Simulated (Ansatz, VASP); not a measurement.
# Al4Ir: VASP beside Ansatz

```xyz
5
Lattice="5.3153 0.0000 0.0000 -2.6577 4.6032 0.0000 0.0000 0.0000 4.5140" Properties=species:S:1:pos:R:3 pbc="T T T"
Al    2.6577    0.0000    0.0000
Al   -1.3288    2.3016    0.0000
Al    1.3288    2.3016    0.0000
Al    0.0000    0.0000    0.0000
Ir    0.0000    0.0000    2.2570
```

Alike in both runs: functional PBE; k mesh 6 × 6 × 4; occupations gaussian, width 0.1 eV; no spin polarisation.

Ansatz relaxed the structure, and its values are those at the end. VASP's run is a single point on that final structure, the one shown.

```csv
,VASP,Ansatz
version,VASP 6.6.1,Ansatz 0.2.0
potentials or method,"VASP PAW PBE potentials, release 64 (Al, Ir), cutoff 520 eV","scalar-relativistic, plane waves, PAW"
valence electrons in the cell,21,29
```

```csv
,VASP,Ansatz,Ansatz less VASP
gap on the k mesh at the Fermi level (eV),none,none,-
pressure (GPa),0.1,0.0,-0.04
```

A gap of «none» marks a metal or a gap that the smearing closes. The functional is the same, so the differences come from potentials, cutoffs and numerics. VASP's potentials hold 21 valence electrons a cell and Ansatz's 29, so a difference there can come from the potentials and not from the codes.

Spin-orbit coupling is off throughout.
